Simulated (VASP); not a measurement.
A run of VASP 6.6.1 is set up as follows.

INCAR

```
PREC = Accurate ; ENCUT = 520
EDIFF = 1E-7 ; ISMEAR = -1
SIGMA = 0.05 ; LREAL = False
LASPH = True ; NELM = 80
ALGO = Normal ; ISIF = 2
LWAVE = False ; LCHARG = True
GGA = PS ; IVDW = 12
LELF = True ; LVHAR = True
NBANDS = 15
```

The input KPOINTS:

```
Automatic mesh
0
Gamma
  7 7 7
```

POSCAR

```
KBr
1.0
    0.0000000000      3.2147964932      3.2147964932
    3.2147964932      0.0000000000      3.2147964932
    3.2147964932      3.2147964932      0.0000000000
Br K
1 1
Direct
    0.5000000000      0.5000000000      0.5000000000
    0.0000000000      0.0000000000      0.0000000000
```

Potentials or basis: VASP PAW PBE potentials, release 64 (Br, K_sv).

Run with:

```sh
$ cat potpaw_PBE.64/Br/POTCAR potpaw_PBE.64/K_sv/POTCAR > POTCAR
$ mpirun -np 1 vasp_std > vasp.out
```

(1) What does it give for the band gap on the k mesh?

(2) What does it give for the pressure?

(3) What does it give for the dispersion energy per atom?

Results:

(1) 4.48 eV.

(2) 0.0 GPa.

(3) -0.223 eV.

Caveat: three body term missing; the PAW data sets were made with another functional, which shifts forces and pressure a little.
